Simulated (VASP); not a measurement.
Input of a VASP 6.6.1 run:

INCAR

```
SYSTEM = AlN
PREC = Accurate
ENCUT = 520
EDIFF = 1E-6
ISMEAR = 0
SIGMA = 0.01
LREAL = .False.
LASPH = .True.
NELM = 80
ALGO = Normal
ISIF = 2
LWAVE = .False.
LCHARG = .True.
GGA = PE
LELF = .True.
LVHAR = .True.
NBANDS = 11
```

KPOINTS

```
Automatic mesh
0
Gamma
  6 6 6
  0 0 0
```

POSCAR

```
AlN
1.0
    0.0053834988      2.1895242623      2.1896503474
    2.1738268188     -0.0765008539      2.2715259085
    2.1718533128      2.2695947569     -0.0747053138
Al N
1 1
Direct
   -0.0021483840     -0.0195443193     -0.0058063961
    0.7476911409      0.7371792182      0.7467856690
```

Potentials or basis: VASP PAW PBE potentials, release 64 (Al, N).

Launch:

```console
$ cat potpaw_PBE.64/Al/POTCAR potpaw_PBE.64/N/POTCAR > POTCAR
$ mpirun -np 1 vasp_std > vasp.out
```

(1) What does it give for the largest force?

(2) Predict the band gap on the k mesh.

(3) Estimate the pressure.

Results:

(1) 0.684 eV/Å.

(2) 2.99 eV, indirect (least direct gap 3.41 eV).

(3) -6.8 GPa.
